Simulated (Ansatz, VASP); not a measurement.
One calculation of ZnS, two programs

INCAR

```
SYSTEM = ZnS
ALGO = Normal ; EDIFF = 1E-6
ENCUT = 520 ; GGA = PE
ISIF = 2 ; ISMEAR = 0
LASPH = .True. ; LCHARG = .False.
LREAL = .False. ; LWAVE = .False.
NBANDS = 16 ; NELM = 100
PREC = Accurate ; SIGMA = 0.05
```

Contents of KPOINTS:

```
k-points
0
Gamma
  10 10 10
  0 0 0
```

File POSCAR:

```
ZnS
1.0
    0.0000000000      2.7046500000      2.7046500000
    2.9074987500      0.0000000000      2.7046500000
    2.9074987500      2.7046500000      0.0000000000
Zn S
1 1
Direct
    0.0000000000      0.0000000000      0.0000000000
    0.7500000000      0.7500000000      0.7500000000
```

Input for Ansatz:

```yaml
crystal:
  lattice:
    - [0.0, 2.70465, 2.70465]
    - [2.90749875, 0.0, 2.70465]
    - [2.90749875, 2.70465, 0.0]
  atoms:
    - { symbol: Zn, position: [0.0, 0.0, 0.0] }
    - { symbol: S, position: [0.75, 0.75, 0.75] }
basis:
  ecutwfc: 420
kpoints:
  mp_grid: { grid: [10, 10, 10] }
hamiltonian:
  xc: pbe
scf:
  occupations: { method: gaussian, width: 0.05 }
output:
  forces: true
  stress: true
  eigenvalues: true
```

Change from the starting cell: strain +0.0750 x Voigt [1, 0, 0, 0, 0, 0], atoms carried along.

Alike in both runs: task single point; functional PBE; k mesh 10 × 10 × 10; occupations gaussian, width 0.05 eV; no spin polarisation.

|  | VASP | Ansatz |
| --- | --- | --- |
| version | VASP 6.6.1 | Ansatz 0.2.0 |
| potentials or method | VASP PAW PBE potentials, release 64 (Zn, S), cutoff 520 eV | scalar-relativistic, plane waves, PAW |
| valence electrons in the cell | 18 | 18 |

Ansatz gave:

```
gap on the k mesh at the Fermi level (eV)                     : 1.68
least direct gap on the mesh (eV)                             : 1.68
pressure (GPa)                                                : -3.4
traceless stress, the component that is largest in VASP (GPa) : -2.28
```

**Question.** Estimate VASP's values.

**Answer.** gap on the k mesh at the Fermi level (eV): 1.68; least direct gap on the mesh (eV): 1.68; pressure (GPa): -3.3; traceless stress, the component that is largest in VASP (GPa): -2.27.

With one functional, cell and mesh, what is left measures potentials, basis and numerics.
